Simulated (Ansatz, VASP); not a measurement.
## Two plane-wave programs on GaAs

```
CELL_PARAMETERS angstrom
0.00000 2.82524 2.82524
2.82524 0.00000 2.82524
2.82524 2.82524 0.00000
ATOMIC_POSITIONS crystal
Ga 0.00000 0.00000 0.00000
As 0.25000 0.25000 0.25000
```

Alike in both runs: functional revPBE; dispersion D3(BJ); k mesh 6 × 6 × 6; no spin polarisation.

Ansatz relaxed the structure, and its values are those at the end. VASP's run is a single point on that final structure, the one shown.

```csv
,VASP,Ansatz
version,VASP 6.6.1,Ansatz 0.2.0
potentials or method,"VASP PAW PBE potentials, release 64 (Ga_d, As), cutoff 520 eV","plane waves, PAW"
occupations,"gaussian, width 0.01 eV",fixed
valence electrons in the cell,18,28
```

```csv
,VASP,Ansatz,Ansatz less VASP
pressure (GPa),0.1,0.0,-0.14
```

VASP's potentials were made for PBE, not for revPBE. VASP's potentials hold 18 valence electrons a cell and Ansatz's 28, so a difference there can come from the potentials and not from the codes.
